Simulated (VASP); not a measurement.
# Ge in VASP: a series of runs

Ge is run at these levels: PBEsol; tasks: single point.

All numbers are computed with VASP 6.6.1; they aren't measurements. Logs are shortened: lines on timing, memory, paths and dates and some standing lists are left out, and cuts for length are marked.

### Step 1. The cell of the first run

The cell holds a slab with vacuum, 4 atoms: a = 4.013 Å, b = 4.013 Å, c = 20.096 Å, α = 90.00°, β = 90.00°, γ = 120.00°.

### Step 2. Single point, PBEsol

Input file INCAR:

```
SYSTEM = Ge
PREC     = Accurate       ! precision mode
ENCUT    = 520            ! plane-wave cutoff, eV
EDIFF    = 1E-6           ! SCF threshold, eV
ISMEAR   = -1             ! smearing method
SIGMA    = 0.02           ! smearing width, eV
LREAL    = .False.        ! projectors in reciprocal space
LASPH    = .True.         ! aspherical terms in the spheres
NELM     = 100            ! most SCF steps
ALGO     = Normal         ! electronic algorithm
ISIF     = 2              ! what is computed and relaxed
LWAVE    = .False.        ! write WAVECAR
LCHARG   = .False.        ! write CHGCAR
LDIPOL   = .True.       
IDIPOL   = 3            
DIPOL    = 0.5 0.5 0.500
GGA      = PS             ! functional
NBANDS   = 36             ! bands
```

Input file KPOINTS:

```
regular mesh
0
Gamma
  9 9 1
  0 0 0
```

Input file POSCAR:

```
Ge
1.0
    4.0132784969      0.0000000000      0.0000000000
   -2.0066392484      3.4756011308      0.0000000000
    0.0000000000      0.0000000000     20.0960000000
Ge
4
Direct
    0.1666666665      0.3333333335      0.3980882958
    0.5000000005      0.9999999995      0.4388529777
    0.5000000005      0.9999999995      0.5611470227
    0.8333333335      0.6666666665      0.6019117042
```

Potentials or basis: VASP PAW PBE potentials, release 64 (Ge_d).

Run with:

```
> cat potpaw_PBE.64/Ge_d/POTCAR > POTCAR
> mpirun -np 1 vasp_std > vasp.out
```

OUTCAR:

```text
SYSTEM = Ge
   PREC = Accurate
   ENCUT = 520
   EDIFF = 1E-6
   ISMEAR = -1
   LREAL = .False.
   LASPH = .True.
   NELM = 100
   ISIF = 2
   GGA = PS

 ion  position               nearest neighbor table
   1  0.167  0.333  0.398-   2 2.46   2 2.46   2 2.46
   2  0.500  1.000  0.439-   1 2.46   1 2.46   3 2.46   1 2.46
   3  0.500  1.000  0.561-   4 2.46   4 2.46   4 2.46   2 2.46
   4  0.833  0.667  0.602-   3 2.46   3 2.46   3 2.46

  LATTYP: Found a hexagonal cell.
 ALAT       =     4.0132784969
 C/A-ratio  =     5.0073773887

  Lattice vectors:

 A1 = (   4.0132784969,   0.0000000000,   0.0000000000)
 A2 = (  -2.0066392484,   3.4756011308,   0.0000000000)
 A3 = (   0.0000000000,   0.0000000000,  20.0960000000)

Analysis of symmetry for initial positions (statically):
=====================================================================
 Subroutine PRICEL returns:
 Original cell was already a primitive cell.

 Routine SETGRP: Setting up the symmetry group for a
 hexagonal supercell.

 Subroutine GETGRP returns: Found 12 space group operations
 (whereof  4 operations were pure point group operations)
 out of a pool of 24 trial point group operations.

The static configuration has the point symmetry C_2h.
 The point group associated with its full space group is D_3d.

Analysis of symmetry for dynamics (positions and initial velocities):
=====================================================================
 Subroutine PRICEL returns:
 Original cell was already a primitive cell.

 Routine SETGRP: Setting up the symmetry group for a
 hexagonal supercell.

 Subroutine GETGRP returns: Found 12 space group operations
 (whereof  4 operations were pure point group operations)
 out of a pool of 24 trial point group operations.

The dynamic configuration has the point symmetry C_2h.
 The point group associated with its full space group is D_3d.

 Subroutine INISYM returns: Found 12 space group operations
 (whereof  4 operations are pure point group operations),
 and found     1 'primitive' translations

----------------------------------------------------------------------------------------

                                     Primitive cell

  volume of cell :     280.3102

  direct lattice vectors                    reciprocal lattice vectors
     4.013278497  0.000000000  0.000000000     0.249172840  0.143860006  0.000000000
    -2.006639248  3.475601131  0.000000000     0.000000000  0.287720012  0.000000000
     0.000000000  0.000000000 20.096000000     0.000000000  0.000000000  0.049761146

  length of vectors
     4.013278497  4.013278497 20.096000000     0.287720012  0.287720012  0.049761146

  position of ions in fractional coordinates (direct lattice)
     0.166666666  0.333333334  0.398088296
     0.500000001  0.999999999  0.438852978
     0.500000001  0.999999999  0.561147023
     0.833333334  0.666666666  0.601911704

  ion indices of the primitive-cell ions
   primitive index   ion index
                 1           1
                 2           2
                 3           3
                 4           4

----------------------------------------------------------------------------------------

 KPOINTS: regular mesh

Automatic generation of k-mesh.
 Grid dimensions read from file:
 generate k-points for:    9    9    1

 Generating k-lattice:

  Cartesian coordinates                     Fractional coordinates (reciprocal lattice)
     0.027685871  0.015984445  0.000000000     0.111111111  0.000000000  0.000000000
     0.000000000  0.031968890  0.000000000     0.000000000  0.111111111  0.000000000
     0.000000000  0.000000000  0.049761146     0.000000000  0.000000000  1.000000000

  Length of vectors
     0.031968890  0.031968890  0.049761146

  Shift w.r.t. Gamma in fractional coordinates (k-lattice)
     0.000000000  0.000000000  0.000000000

 Subroutine IBZKPT returns following result:
 ===========================================

 Found     12 irreducible k-points:

 Following reciprocal coordinates:
            Coordinates               Weight
  0.000000  0.000000  0.000000      1.000000
  0.111111  0.000000  0.000000      6.000000
  0.222222  0.000000  0.000000      6.000000
  0.333333 -0.000000  0.000000      6.000000
  0.444444  0.000000  0.000000      6.000000
  0.111111  0.111111  0.000000      6.000000
  0.222222  0.111111  0.000000     12.000000
  0.333333  0.111111  0.000000     12.000000
  0.444444  0.111111  0.000000      6.000000
  0.222222  0.222222  0.000000      6.000000
  0.333333  0.222222  0.000000     12.000000
  0.333333  0.333333  0.000000      2.000000
   k-points           NKPTS =     12   k-points in BZ     NKDIM =     12   number of bands    NBANDS=     36
   number of dos      NEDOS =    301   number of ions     NIONS =      4
   total plane-waves  NPLWV = 135000
   dimension x,y,z NGX =    30 NGY =   30 NGZ =  150
   dimension x,y,z NGXF=    60 NGYF=   60 NGZF=  300
   ions per type =               4
   NGX,Y,Z   is equivalent  to a cutoff of  12.43, 12.43, 12.41 a.u.
   NGXF,Y,Z  is equivalent  to a cutoff of  24.85, 24.85, 24.82 a.u.
 SYSTEM =  Ge
   PREC   = accura    normal or accurate (medium, high low for compatibility)
   ISTART =      0    job   : 0-new  1-cont  2-samecut
   ICHARG =      2    charge: 1-file 2-atom 10-const
   ISPIN  =      1    spin polarized calculation?
   LNONCOLLINEAR =      F non collinear calculations
   LSORBIT =      F    spin-orbit coupling
   LASPH  =      T    aspherical Exc in radial PAW
   ENCUT  =  520.0 eV  38.22 Ry    6.18 a.u.   7.46  7.46 37.37*2*pi/ulx,y,z
   NELM   =    100;   NELMIN=  2; NELMDL= -5     # of ELM steps
   EDIFF  = 0.1E-05   stopping-criterion for ELM
   LREAL  =      F    real-space projection
   EDIFFG = 0.1E-04   stopping-criterion for IOM
   NSW    =      0    number of steps for IOM
   IBRION =     -1    ionic relax: 0-MD 1-quasi-New 2-CG
   NFREE  =      0    steps in history (QN), initial steepest desc. (CG)
   ISIF   =      2    stress and relaxation
   ISYM   =      2    0-nonsym 1-usesym 2-fastsym
   POTIM  = 0.5000    time-step for ionic-motion
   TEBEG  =    0.0;   TEEND  =   0.0 temperature during run
   PSTRESS=    0.0 pullay stress
   NELECT =      56.0000    total number of electrons
   NUPDOWN=      -1.0000    fix difference up-down
   EMIN   =  10.00;   EMAX   =-10.00  energy-range for DOS
   EFERMI =   0.00;   METHOD = LEGACY
   ISMEAR =    -1;   SIGMA  =   0.02  broadening in eV -4-tet -1-fermi 0-gaus
   EFERMI_NEDOS =   21; number of points for ismear=-14 and -15
   IALGO  =     38    algorithm
   IMIX   =      4    mixing-type and parameters
     AMIX     =   0.40;   BMIX     =  1.00
     AMIX_MAG =   1.60;   BMIX_MAG =  1.00
  volume/ion in A,a.u.               =      70.08       472.91
  Fermi-wavevector in a.u.,A,eV,Ry     =   0.957028  1.808520 12.461606  0.915902
  Thomas-Fermi vector in A             =   2.086009
   LORBIT       =      0    0 simple, 1 ext, 2 COOP (PROOUT), +10 PAW based schemes
   GGA     = PS    functional components
   LHFCALC =     F    Hartree Fock is set to
   AEXX    =    0.0000 exact exchange contribution
   IVDW    =     0    specifies the selected vdW correction
   LEPSILON=     F    determine dielectric tensor
   LRPA    =     F    only Hartree local field effects (RPA)
 non-spin polarized calculation
  energy-cutoff  :      520.00
  volume of cell :      280.31
 maximum number of plane-waves:      7589
 NGX is ok and might be reduce to    30
   NGX = 15   NGY = 15   NGZ = 75

 number of electron      56.0000074 magnetization

 dipolmoment           0.000000      0.000000     -0.000000 electrons x Angstroem

 Free energy of the ion-electron system (eV)
  ---------------------------------------------------
  ext. energy  EPLUGINS =         0.00000000
  ---------------------------------------------------
  free energy    TOTEN  =       -18.00551960 eV

  energy without entropy =      -18.00543911  energy(sigma->0) =      -18.00547935

 E-fermi :  -1.6757     XC(G=0):  -3.9735

 val. band max:       -1.8027406737   @ k =   0.1111   0.0000   0.0000
 cond. band min:      -1.5653055596   @ k =   0.0000   0.0000   0.0000
 fundamental gap:      0.2374351142
 Fermi energy:        -1.6757113076

 k-point     1 :       0.0000    0.0000    0.0000
  band No.  band energies     occupation
      1     -26.1233      2.00000
      2     -26.0719      2.00000
      3     -26.0719      2.00000
      4     -26.0401      2.00000
      5     -26.0401      2.00000
      6     -25.9975      2.00000
[... 28 lines left out ...]
     35       2.5032      0.00000
     36       2.7110      0.00000

 k-point     2 :       0.1111    0.0000    0.0000
  band No.  band energies     occupation
      1     -26.1272      2.00000
      2     -26.0724      2.00000
      3     -26.0706      2.00000
      4     -26.0420      2.00000
      5     -26.0400      2.00000
      6     -25.9953      2.00000
[... 28 lines left out ...]
     35       2.8694      0.00000
     36       2.9349      0.00000

 k-point     3 :       0.2222    0.0000    0.0000
  band No.  band energies     occupation
      1     -26.1349      2.00000
      2     -26.0729      2.00000
      3     -26.0680      2.00000
      4     -26.0458      2.00000
      5     -26.0377      2.00000
      6     -25.9897      2.00000
[... 28 lines left out ...]
     35       3.3045      0.00000
     36       3.6219      0.00000

 k-point     4 :       0.3333   -0.0000    0.0000
  band No.  band energies     occupation
      1     -26.1414      2.00000
      2     -26.0720      2.00000
      3     -26.0645      2.00000
      4     -26.0490      2.00000
      5     -26.0309      2.00000
      6     -25.9840      2.00000
[... 28 lines left out ...]
     35       3.9833      0.00000
     36       4.4665      0.00000

 k-point     5 :       0.4444    0.0000    0.0000
  band No.  band energies     occupation
      1     -26.1446      2.00000
      2     -26.0706      2.00000
      3     -26.0621      2.00000
      4     -26.0505      2.00000
      5     -26.0188      2.00000
      6     -25.9846      2.00000
[... 28 lines left out ...]
     35       4.7764      0.00000
     36       4.9756      0.00000

 k-point     6 :       0.1111    0.1111    0.0000
  band No.  band energies     occupation
      1     -26.1328      2.00000
      2     -26.0736      2.00000
      3     -26.0683      2.00000
      4     -26.0456      2.00000
      5     -26.0380      2.00000
      6     -25.9928      2.00000
[... 28 lines left out ...]
     35       3.2216      0.00000
     36       3.3790      0.00000

 k-point     7 :       0.2222    0.1111    0.0000
  band No.  band energies     occupation
      1     -26.1395      2.00000
      2     -26.0747      2.00000
      3     -26.0646      2.00000
      4     -26.0510      2.00000
      5     -26.0319      2.00000
      6     -25.9891      2.00000
[... 28 lines left out ...]
     35       3.6829      0.00000
     36       3.8392      0.00000

 k-point     8 :       0.3333    0.1111    0.0000
  band No.  band energies     occupation
      1     -26.1440      2.00000
      2     -26.0740      2.00000
      3     -26.0627      2.00000
      4     -26.0529      2.00000
      5     -26.0241      2.00000
      6     -25.9862      2.00000
[... 28 lines left out ...]
     35       4.5075      0.00000
     36       4.8027      0.00000

 k-point     9 :       0.4444    0.1111    0.0000
  band No.  band energies     occupation
      1     -26.1455      2.00000
      2     -26.0729      2.00000
      3     -26.0644      2.00000
      4     -26.0509      2.00000
      5     -26.0200      2.00000
      6     -25.9848      2.00000
[... 28 lines left out ...]
     35       4.3833      0.00000
     36       5.3514      0.00000

 k-point    10 :       0.2222    0.2222    0.0000
  band No.  band energies     occupation
      1     -26.1437      2.00000
      2     -26.0770      2.00000
      3     -26.0630      2.00000
      4     -26.0552      2.00000
      5     -26.0254      2.00000
      6     -25.9874      2.00000
[... 28 lines left out ...]
     35       3.8428      0.00000
     36       4.0514      0.00000

 k-point    11 :       0.3333    0.2222    0.0000
  band No.  band energies     occupation
      1     -26.1462      2.00000
      2     -26.0768      2.00000
      3     -26.0694      2.00000
      4     -26.0488      2.00000
      5     -26.0277      2.00000
      6     -25.9811      2.00000
[... 28 lines left out ...]
     35       4.4287      0.00000
     36       5.0988      0.00000

 k-point    12 :       0.3333    0.3333    0.0000
  band No.  band energies     occupation
      1     -26.1470      2.00000
      2     -26.0757      2.00000
      3     -26.0757      2.00000
      4     -26.0389      2.00000
      5     -26.0389      2.00000
      6     -25.9780      2.00000
[... 28 lines left out ...]
     35       4.6981      0.00000
     36       5.2944      0.00000

------------------------ aborting loop because EDIFF is reached ----------------------------------------

 vacuum level on the upper side and lower side of the slab       (xc-potential included)        -0.218        -0.218

  FORCE on cell =-STRESS in cart. coord.  units (eV):
  Direction    XX          YY          ZZ          XY          YZ          ZX
  --------------------------------------------------------------------------------------
  -------------------------------------------------------------------------------------
  Total       -0.8443542     -0.8443542      1.1395402     -0.0000000      0.0000000      0.0000000
  in kB       -4.8261009     -4.8261009      6.5133042     -0.0000000      0.0000000      0.0000000
  external PRESSURE =      -1.0462992 kB  Pullay stress =       0.0000000 kB

 VOLUME and BASIS-vectors are now :
 -----------------------------------------------------------------------------
  energy-cutoff  :      520.00
  volume of cell :      280.31
      direct lattice vectors                 reciprocal lattice vectors
     4.013278497  0.000000000  0.000000000     0.249172840  0.143860006  0.000000000
    -2.006639248  3.475601131  0.000000000     0.000000000  0.287720012  0.000000000
     0.000000000  0.000000000 20.096000000     0.000000000  0.000000000  0.049761146

 POSITION                                       TOTAL-FORCE (eV/Angst)
 -----------------------------------------------------------------------------------
     -0.00000      1.15853      7.99998        -0.000000      0.000000      0.205923
      0.00000      3.47560      8.81919         0.000000      0.000000     -0.823262
      0.00000      3.47560     11.27681        -0.000000     -0.000000      0.823262
      2.00664      2.31707     12.09602         0.000000     -0.000000     -0.205923
 -----------------------------------------------------------------------------------
    total drift:                               -0.000002      0.000001     -0.000009

  FREE ENERGIE OF THE ION-ELECTRON SYSTEM (eV)
  ---------------------------------------------------
  free  energy   TOTEN  =       -18.0055195957 eV

  energy  without entropy=      -18.0054391133  energy(sigma->0) =      -18.00547935

 vacuum level on the upper side and lower side of the slab         2.781         2.781
```

Wall time 4.9 min (1 thread of Intel Xeon 8259CL, shared host); peak memory 0.39 GiB.

Results:

| Property | Result |
| --- | --- |
| Free energy | -18.0055 eV |
| Largest force | 0.823 eV/Å |
| Band gap on the k mesh | zero (bands 28 and 29 overlap by 0.29 eV) |

Forces in eV/Å, atoms in the order of the input:
```
Ge   0.000  0.000  0.206
Ge   0.000  0.000 -0.823
Ge   0.000  0.000  0.823
Ge   0.000  0.000 -0.206
```

Caveat: the PAW data sets were made with another functional, which shifts forces and pressure a little.

### Step 3. Single point, PBEsol

Input file INCAR:

```
PREC = Accurate
ENCUT = 520
EDIFF = 1E-7
ISMEAR = -1
SIGMA = 0.02
LREAL = F
LASPH = T
NELM = 80
ALGO = Normal
ISIF = 2
LWAVE = F
LCHARG = T
LDIPOL = T
IDIPOL = 3
DIPOL = 0.5 0.5 0.500
GGA = PS
LELF = T
LVHAR = T
LVACPOTAV = T
NBANDS = 36
```

Input file KPOINTS:

```
Automatic mesh
0
Gamma
  9 9 1
```

POSCAR is that of step 2.

Potentials or basis: VASP PAW PBE potentials, release 64 (Ge_d).

Run with:

```
> cat potpaw_PBE.64/Ge_d/POTCAR > POTCAR
> mpirun -np 1 vasp_std > vasp.out
```

Wall time 5 min (1 thread of Intel Xeon 8259CL, shared host); peak memory 0.39 GiB.

The run converged. Its results:

| Quantity | Value |
| --- | --- |
| Free energy | -18.0055 eV |
| Largest force | 0.823 eV/Å |
| Band gap on the k mesh | zero (bands 28 and 29 overlap by 0.29 eV) |

Forces on the atoms (eV/Å):
```
Ge   0.000  0.000  0.206
Ge   0.000  0.000 -0.823
Ge   0.000  0.000  0.823
Ge   0.000  0.000 -0.206
```

Levels at points of the mesh, in eV from the Fermi level:
```
           k point  band 25  band 26  band 27  band 28  band 29  band 30  band 31  band 32
(0.00, 0.00, 0.00)    -0.63    -0.63     0.11     0.11     0.65     1.21     1.60     3.61
```

Caveat: the PAW data sets were made with another functional, which shifts forces and pressure a little.

### Step 4. Single point, PBEsol

Input file INCAR:

```
SYSTEM = Ge
PREC     = Accurate       ! precision mode
ENCUT    = 520            ! plane-wave cutoff, eV
EDIFF    = 1E-7           ! SCF threshold, eV
ISMEAR   = -1             ! smearing method
SIGMA    = 0.02           ! smearing width, eV
LREAL    = .FALSE.        ! projectors in reciprocal space
LASPH    = .TRUE.         ! aspherical terms in the spheres
NELM     = 80             ! most SCF steps
ALGO     = Normal         ! electronic algorithm
ISIF     = 2              ! what is computed and relaxed
LWAVE    = .FALSE.        ! write WAVECAR
LCHARG   = .FALSE.        ! write CHGCAR
LDIPOL   = .TRUE.       
IDIPOL   = 3            
DIPOL    = 0.5 0.5 0.500
GGA      = PS             ! functional
NBANDS   = 36             ! bands
```

Input file KPOINTS:

```
Automatic mesh
0
G
  9 9 1
  0 0 0
```

Input file POSCAR:

```
Ge
1.0
    4.0132784969      0.0000000000      0.0000000000
   -2.0066392484      3.4756011308      0.0000000000
    0.0000000000      0.0000000000     20.0960000000
Ge
4
Direct
    0.1666666667      0.3333333333      0.3975202224
    0.5000000000      1.0000000000      0.4349585441
    0.5000000000      1.0000000000      0.5650414327
    0.8333333333      0.6666666667      0.6024798013
```

Run with:

```
> cat potpaw_PBE.64/Ge_d/POTCAR > POTCAR
> mpirun -np 1 vasp_std > vasp.out
```

Run time: 5.1 min. Hardware: 1 thread of Intel Xeon 8259CL, shared host; peak memory 0.4 GiB.

Results (log left out):

| Item | Value |
| --- | --- |
| Free energy | -18.0609 eV |
| Largest force | 0.014 eV/Å |
| Band gap on the k mesh | zero (bands 28 and 29 overlap by 0.03 eV) |

Forces on the atoms (eV/Å):
```
Ge   0.000  0.000  0.012
Ge   0.000  0.000 -0.014
Ge   0.000  0.000  0.014
Ge   0.000  0.000 -0.012
```

Levels at points of the mesh, in eV from the Fermi level:
```tsv
k point	band 25	band 26	band 27	band 28	band 29	band 30	band 31	band 32
(0.00, 0.00, 0.00)	-0.56	-0.56	0.01	0.01	0.62	1.12	1.88	3.75
```

Caveat: the PAW data sets were made with another functional, which shifts forces and pressure a little.
